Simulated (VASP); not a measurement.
Ag2IBr: single point with PBE

The system is Ag2IBr.

```
Br Ag I
1.0
     4.27331    0.00000    0.00000
     0.00000    4.27331    0.00000
     0.00000    0.00000    5.94761
Br Ag I
1 2 1
Direct
  0.00000 0.00000 0.00000
  0.00000 0.00000 0.50000
  0.50000 0.50000 0.00000
  0.50000 0.50000 0.50000
```

```
Program                : VASP 6.6.1
Task                   : single point
Functional             : PBE
Potentials or basis    : VASP PAW PBE potentials, release 64 (Br, Ag, I)
Cutoff                 : 520 eV
k mesh                 : 6 × 6 × 4
Occupations            : gaussian, width 0.01 eV
Spin                   : no spin polarisation
Dipole correction      : no
Further INCAR settings : ALGO = Normal; EDIFF = 1e-06; NBANDS = 26
```

The pressure is -0.1 GPa. The band gap on the k mesh is 0.56 eV (least direct gap 2.28 eV).

Levels at points of the mesh, in eV from the valence-band top:
| k point | band 14 | band 15 | band 16 | band 17 | band 18 | band 19 | band 20 | band 21 | band 22 | band 23 |
| --- | --- | --- | --- | --- | --- | --- | --- | --- | --- | --- |
| (0.00, 0.00, 0.00) | -2.72 | -2.70 | -1.81 | -1.72 | -1.72 | 0.56 | 0.97 | 5.93 | 8.68 | 8.68 |
| (0.50, 0.00, 0.00) | -2.35 | -2.23 | -2.12 | -0.72 | -0.15 | 3.76 | 4.50 | 4.54 | 4.89 | 6.05 |
| (0.50, 0.50, 0.00) | -2.69 | -2.66 | -2.65 | -2.63 | -2.63 | 0.65 | 1.21 | 6.08 | 6.08 | 8.39 |
| (0.00, 0.00, 0.50) | -2.08 | -1.98 | -1.90 | -1.75 | -1.75 | 2.60 | 3.20 | 5.90 | 6.16 | 6.35 |
| (0.50, 0.00, 0.50) | -2.54 | -0.63 | -0.40 | -0.15 | 0.00 | 3.03 | 3.70 | 5.50 | 5.55 | 5.72 |
| (0.50, 0.50, 0.50) | -2.60 | -2.52 | -2.52 | -2.10 | -1.71 | 2.62 | 3.83 | 6.19 | 6.35 | 6.35 |

Run time: 34 s on 1 thread of Intel(R) Xeon(R) 6975P-C (Granite Rapids), with other jobs on the host, peak memory 0.26 GiB.

Caveat: spin-orbit coupling is left out, which moves the levels of the heavy elements. A k mesh can miss the band edges.
